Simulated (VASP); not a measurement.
A run of VASP 6.6.1:

INCAR

```
SYSTEM = ZrB2
ALGO = Normal
EDIFF = 1E-6
ENCUT = 520
GGA = CA
ISIF = 2
ISMEAR = -1
LASPH = .TRUE.
LCHARG = .FALSE.
LREAL = .FALSE.
LWAVE = .FALSE.
NBANDS = 16
NELM = 100
PREC = Accurate
SIGMA = 0.05
```

Contents of KPOINTS:

```
k-points
0
G
  12 12 9
  0 0 0
```

The input POSCAR:

```
ZrB2
1.0
    3.1544144627      0.0000000000      0.0000000000
   -1.5772072314      2.7318030588      0.0000000000
    0.0000000000      0.0000000000      3.5082273368
Zr B
1 2
Direct
    0.0000000000      0.0000000000      0.0000000000
    0.3333333333      0.6666666667      0.5000000000
    0.6666666667      0.3333333333      0.5000000000
```

Potentials or basis: VASP PAW LDA potentials, release 64 (Zr_sv, B).

The run is started by

```console
$ cat potpaw_LDA.64/Zr_sv/POTCAR potpaw_LDA.64/B/POTCAR > POTCAR
$ mpirun -np 1 vasp_std > vasp.out
```

Hardware: 1 thread of Intel(R) Xeon(R) 6975P-C (Granite Rapids) (shared host).

How long does it take, and how much memory?

It took 16 s on 1 thread of Intel(R) Xeon(R) 6975P-C (Granite Rapids) (shared host), peak memory 0.16 GiB. Counts: scf iterations 13, k points 95.
